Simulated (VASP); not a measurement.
# PbS (P-6m2) in VASP: a series of runs, part 2 of 2

VASP 6.6.1. The steps go on from the part before.

### 4 Single point, RPBE

This run uses another cell than the first one, of 27.44 Å³/atom, 0.962 times its volume.

INCAR

```
ALGO     = Normal         # electronic algorithm
EDIFF    = 1E-6           # SCF threshold, eV
ENCUT    = 520            # plane-wave cutoff, eV
GGA      = RP             # functional
ISIF     = 2              # what is computed and relaxed
ISMEAR   = 0              # smearing method
LASPH    = True           # aspherical terms in the spheres
LCHARG   = False          # write CHGCAR
LREAL    = False          # projectors in reciprocal space
LWAVE    = False          # write WAVECAR
NBANDS   = 17             # bands
NELM     = 80             # most SCF steps
PREC     = Accurate       # precision mode
SIGMA    = 0.02           # smearing width, eV
```

KPOINTS

```
k-points
0
Gamma
  8 8 7
```

POSCAR

```
PbS
1.0
    4.0896976867      0.0000000000      0.0000000000
   -2.0448488433      3.5417820905      0.0000000000
    0.0000000000      0.0000000000      3.7881670000
Pb S
1 1
Direct
    0.0000000000      0.0000000000      0.0000000000
    0.6666666667      0.3333333333      0.5000000000
```

Potentials or basis: VASP PAW PBE potentials, release 64 (Pb_d, S).

On the command line:

```sh
$ cat potpaw_PBE.64/Pb_d/POTCAR potpaw_PBE.64/S/POTCAR > POTCAR
$ mpirun -np 1 vasp_std > vasp.out
```

OUTCAR:

```text
EDIFF = 1E-6
   ENCUT = 520
   GGA = RP
   ISIF = 2
   ISMEAR = 0
   LASPH = True
   LREAL = False
   NELM = 80
   PREC = Accurate

 ion  position               nearest neighbor table
   1  0.000  0.000  0.000-   2 3.03   2 3.03   2 3.03   2 3.03   2 3.03   2 3.03
   2  0.667  0.333  0.500-   1 3.03   1 3.03   1 3.03   1 3.03   1 3.03   1 3.03

  LATTYP: Found a hexagonal cell.
 ALAT       =     4.0896976867
 C/A-ratio  =     0.9262706660

  Lattice vectors:

 A1 = (   4.0896976867,   0.0000000000,   0.0000000000)
 A2 = (  -2.0448488433,   3.5417820905,   0.0000000000)
 A3 = (   0.0000000000,   0.0000000000,   3.7881670000)

Analysis of symmetry for initial positions (statically):
=====================================================================
 Subroutine PRICEL returns:
 Original cell was already a primitive cell.

 Routine SETGRP: Setting up the symmetry group for a
 hexagonal supercell.

 Subroutine GETGRP returns: Found 12 space group operations
 (whereof 12 operations were pure point group operations)
 out of a pool of 24 trial point group operations.

The static configuration has the point symmetry D_3h.

Analysis of symmetry for dynamics (positions and initial velocities):
=====================================================================
 Subroutine PRICEL returns:
 Original cell was already a primitive cell.

 Routine SETGRP: Setting up the symmetry group for a
 hexagonal supercell.

 Subroutine GETGRP returns: Found 12 space group operations
 (whereof 12 operations were pure point group operations)
 out of a pool of 24 trial point group operations.

The dynamic configuration has the point symmetry D_3h.

 Subroutine INISYM returns: Found 12 space group operations
 (whereof 12 operations are pure point group operations),
 and found     1 'primitive' translations
[... 103 lines left out ...]
   POTIM  = 0.5000    time-step for ionic-motion
   TEBEG  =    0.0;   TEEND  =   0.0 temperature during run
   PSTRESS=    0.0 pullay stress
   NELECT =      20.0000    total number of electrons
   NUPDOWN=      -1.0000    fix difference up-down
   EMIN   =  10.00;   EMAX   =-10.00  energy-range for DOS
   EFERMI =   0.00;   METHOD = LEGACY
   ISMEAR =     0;   SIGMA  =   0.02  broadening in eV -4-tet -1-fermi 0-gaus
   EFERMI_NEDOS =   21; number of points for ismear=-14 and -15
   IALGO  =     38    algorithm
   IMIX   =      4    mixing-type and parameters
     AMIX     =   0.40;   BMIX     =  1.00
     AMIX_MAG =   1.60;   BMIX_MAG =  1.00
  volume/ion in A,a.u.               =      27.44       185.14
  Fermi-wavevector in a.u.,A,eV,Ry     =   1.169421  2.209885 18.606576  1.367545
  Thomas-Fermi vector in A             =   2.305894
   LORBIT       =      0    0 simple, 1 ext, 2 COOP (PROOUT), +10 PAW based schemes
   GGA     = RP    functional components
   LHFCALC =     F    Hartree Fock is set to
   AEXX    =    0.0000 exact exchange contribution
   IVDW    =     0    specifies the selected vdW correction
   LEPSILON=     F    determine dielectric tensor
   LRPA    =     F    only Hartree local field effects (RPA)
 non-spin polarized calculation
 Gauss-broadening in eV      SIGMA  =   0.02
  energy-cutoff  :      520.00
  volume of cell :       54.87
 maximum number of plane-waves:      1502
   NGX = 15   NGY = 15   NGZ = 15

 number of electron      19.9999998 magnetization

 Free energy of the ion-electron system (eV)
  ---------------------------------------------------
  ext. energy  EPLUGINS =         0.00000000
  ---------------------------------------------------
  free energy    TOTEN  =        -7.85725773 eV

  energy without entropy =       -7.85725773  energy(sigma->0) =       -7.85725773

 E-fermi :   5.3615     XC(G=0):  -9.2585

 val. band max:        5.2215047340   @ k =   0.3750   0.2500   0.0000
 cond. band min:       5.5166207698   @ k =   0.3750   0.2500   0.4286
 fundamental gap:      0.2951160358
 Fermi energy:         5.3614754921

 k-point     1 :       0.0000    0.0000    0.0000
  band No.  band energies     occupation
      1     -11.6605      2.00000
      2     -11.6469      2.00000
      3     -11.6469      2.00000
      4     -11.5405      2.00000
      5     -11.5405      2.00000
      6      -7.8282      2.00000
[... 457 lines left out ...]
      4     -11.5759      2.00000
      5     -11.5560      2.00000
      6      -6.5456      2.00000
[... 9 lines left out ...]
     16      15.7285      0.00000
     17      17.4249      0.00000

 [... further k-points ...]
[... 5 lines left out ...]
  --------------------------------------------------------------------------------------
  -------------------------------------------------------------------------------------
  Total        0.6055084      0.6055084      0.6448186      0.0000000      0.0000000      0.0000000
  in kB       17.6802588     17.6802588     18.8280775      0.0000000      0.0000000      0.0000000
  external PRESSURE =      18.0628650 kB  Pullay stress =       0.0000000 kB

 VOLUME and BASIS-vectors are now :
 -----------------------------------------------------------------------------
  energy-cutoff  :      520.00
  volume of cell :       54.87
      direct lattice vectors                 reciprocal lattice vectors
     4.089697687  0.000000000  0.000000000     0.244516851  0.141171870  0.000000000
    -2.044848843  3.541782090  0.000000000     0.000000000  0.282343740  0.000000000
     0.000000000  0.000000000  3.788167000     0.000000000  0.000000000  0.263979914

 POSITION                                       TOTAL-FORCE (eV/Angst)
 -----------------------------------------------------------------------------------
      0.00000      0.00000      0.00000        -0.000000      0.000000      0.000000
      2.04485      1.18059      1.89408         0.000000     -0.000000      0.000000
 -----------------------------------------------------------------------------------
    total drift:                               -0.000000      0.000000      0.000000

  FREE ENERGIE OF THE ION-ELECTRON SYSTEM (eV)
  ---------------------------------------------------
  free  energy   TOTEN  =        -7.8572577289 eV

  energy  without entropy=       -7.8572577289  energy(sigma->0) =       -7.85725773
```

OSZICAR:

```text
N       E                     dE             d eps       ncg     rms          rms(c)
DAV:   1     0.162152108811E+03    0.16215E+03   -0.96920E+03  1360   0.122E+03
DAV:   2     0.445020024537E+01   -0.15770E+03   -0.15149E+03  1442   0.316E+02
DAV:   3    -0.816124230951E+01   -0.12611E+02   -0.12520E+02  1759   0.943E+01
DAV:   4    -0.847601852798E+01   -0.31478E+00   -0.31449E+00  1782   0.166E+01
DAV:   5    -0.848759978425E+01   -0.11581E-01   -0.11580E-01  1970   0.307E+00    0.495E+00
DAV:   6    -0.785556350748E+01    0.63204E+00   -0.16961E+00  2093   0.852E+00    0.379E+00
DAV:   7    -0.785177377094E+01    0.37897E-02   -0.18430E-01  1627   0.216E+00    0.213E+00
DAV:   8    -0.785669638883E+01   -0.49226E-02   -0.23530E-02  1584   0.159E+00    0.236E-01
DAV:   9    -0.785661995892E+01    0.76430E-04   -0.55775E-03  2084   0.579E-01    0.141E-01
DAV:  10    -0.785717490772E+01   -0.55495E-03   -0.10056E-03  1551   0.175E-01    0.767E-02
DAV:  11    -0.785724882645E+01   -0.73919E-04   -0.19043E-04  1866   0.128E-01    0.340E-02
DAV:  12    -0.785725742513E+01   -0.85987E-05   -0.17989E-05  1651   0.373E-02    0.543E-03
DAV:  13    -0.785725772895E+01   -0.30382E-06   -0.94147E-07  1574   0.769E-03
   1 F= -.78572577E+01 E0= -.78572577E+01  d E =-.808722E-25
```

stdout:

```text
POSCAR found type information on POSCAR PbS
 POSCAR found :  2 types and       2 ions
 scaLAPACK will be used
 -----------------------------------------------------------------------------
|                                                                             |
|                                                                             |
|     You enforced a specific xc type in the INCAR file but a different       |
|     I HOPE YOU KNOW WHAT YOU ARE DOING!                                     |
|                                                                             |
 -----------------------------------------------------------------------------

 LDA part: xc-table for (Slater+PW92), standard interpolation
 POSCAR, INCAR and KPOINTS ok, starting setup
 FFT: planning ... GRIDC
 FFT: planning ... GRID_SOFT
 FFT: planning ... GRID
 WAVECAR not read
 entering main loop
```

Wall time 16 s (1 thread of Intel Xeon 6975P-C (Granite Rapids), shared host); peak memory 0.17 GiB.

Results:

* Free energy: -7.8573 eV
* Pressure: 1.8 GPa
* Band gap on the k mesh: 0.30 eV, indirect (least direct gap 1.70 eV)

Stress tensor (GPa, compression positive):
```
1.77 0.00 0.00
0.00 1.77 0.00
0.00 0.00 1.88
```

Caveat: the PAW data sets were made with another functional, which shifts forces and pressure a little; spin-orbit coupling is left out, which moves the levels of the heavy elements.

### 5 Single point, LDA

This run uses another cell than the first one, of 27.44 Å³/atom, 0.962 times its volume.

INCAR

```
SYSTEM = PbS
ALGO     = Normal         ! electronic algorithm
EDIFF    = 1E-7           ! SCF threshold, eV
ENCUT    = 520            ! plane-wave cutoff, eV
GGA      = CA             ! functional
ISIF     = 2              ! what is computed and relaxed
ISMEAR   = 0              ! smearing method
LASPH    = .TRUE.         ! aspherical terms in the spheres
LCHARG   = .FALSE.        ! write CHGCAR
LREAL    = .FALSE.        ! projectors in reciprocal space
LWAVE    = .FALSE.        ! write WAVECAR
NBANDS   = 17             ! bands
NELM     = 60             ! most SCF steps
PREC     = Accurate       ! precision mode
SIGMA    = 0.02           ! smearing width, eV
```

KPOINTS

```
k-points
0
G
  8 8 7
  0 0 0
```

POSCAR is that of step 4.

Potentials or basis: VASP PAW LDA potentials, release 64 (Pb_d, S).

On the command line:

```sh
$ cat potpaw_LDA.64/Pb_d/POTCAR potpaw_LDA.64/S/POTCAR > POTCAR
$ mpirun -np 1 vasp_std > vasp.out
```

Wall time 13 s (1 thread of Intel Xeon 6975P-C (Granite Rapids), shared host); peak memory 0.16 GiB.

It converged, with:

* Free energy: -9.6790 eV
* Pressure: -4.2 GPa
* Band gap on the k mesh: 0.07 eV, indirect (least direct gap 1.56 eV)

Stress tensor (GPa, compression positive):
```
-4.00  0.00  0.00
 0.00 -4.00  0.00
 0.00  0.00 -4.68
```

Levels at points of the mesh, in eV from the valence-band top:
| k point | band 8 | band 9 | band 10 | band 11 | band 12 | band 13 |
| --- | --- | --- | --- | --- | --- | --- |
| (0.00, 0.00, 0.00) | -2.08 | -1.58 | -1.58 | 3.43 | 3.43 | 5.26 |
| (0.50, 0.00, 0.00) | -2.61 | -1.77 | -1.07 | 1.93 | 3.90 | 5.24 |

Caveat: spin-orbit coupling is left out, which moves the levels of the heavy elements.

### 6 Overview

```csv
level,potentials or basis,cell,smearing,gap on the mesh (eV),pressure (GPa)
PBEsol,"VASP PAW PBE potentials, release 64 (Pb_d, S)","a = 4.144, b = 4.144, c = 3.838 Å, angles 90.0, 90.0, 120.0°, 2 atoms",fermi-dirac 0.05 eV,0.28,-4.4
LDA,"VASP PAW LDA potentials, release 64 (Pb_d, S)","a = 4.090, b = 4.090, c = 3.788 Å, angles 90.0, 90.0, 120.0°, 2 atoms",gaussian 0.02 eV,0.07,-4.2
RPBE,"VASP PAW PBE potentials, release 64 (Pb_d, S)","a = 4.090, b = 4.090, c = 3.788 Å, angles 90.0, 90.0, 120.0°, 2 atoms",gaussian 0.02 eV,0.30,1.8
```

Alike in all rows: task single point; no spin polarisation; k mesh 8 × 8 × 7; cutoff (eV) 520.

Caveats: spin-orbit coupling is left out, which moves the levels of the heavy elements; the PAW data sets were made with another functional, which shifts forces and pressure a little (some runs).

Absolute energies hang on the potentials; compare differences alone.
